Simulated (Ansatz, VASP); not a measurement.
# Two plane-wave programs on As

```xyz
2
Lattice="3.4070 0.0000 0.0000 -1.7035 2.9505 0.0000 0.0000 0.0000 28.0000" Properties=species:S:1:pos:R:3 pbc="T T T"
As    0.0000    1.9670   14.8880
As    1.7035    0.9835   13.1120
```

Alike in both runs: task single point; functional LDA; k mesh 9 × 9 × 1; occupations gaussian, width 0.02 eV; no spin polarisation.

|  | VASP | Ansatz |
| --- | --- | --- |
| version | VASP 6.6.1 | Ansatz 0.2.0 |
| potentials or method | VASP PAW LDA potentials, release 64 (As_d), cutoff 400 eV | scalar-relativistic, plane waves, PAW |
| valence electrons in the cell | 30 | 30 |

```csv
,VASP,Ansatz,Ansatz less VASP
rms of the force components (eV/Å),1.638,1.655,+0.0169
"work function, face that differs most (eV)",4.20,4.16,-0.032
```

LDA's correlation is that of Perdew and Zunger in VASP and of Perdew and Wang (1992) in Ansatz. Atom by atom the forces differ by 0.017 eV/Å (rms over components).
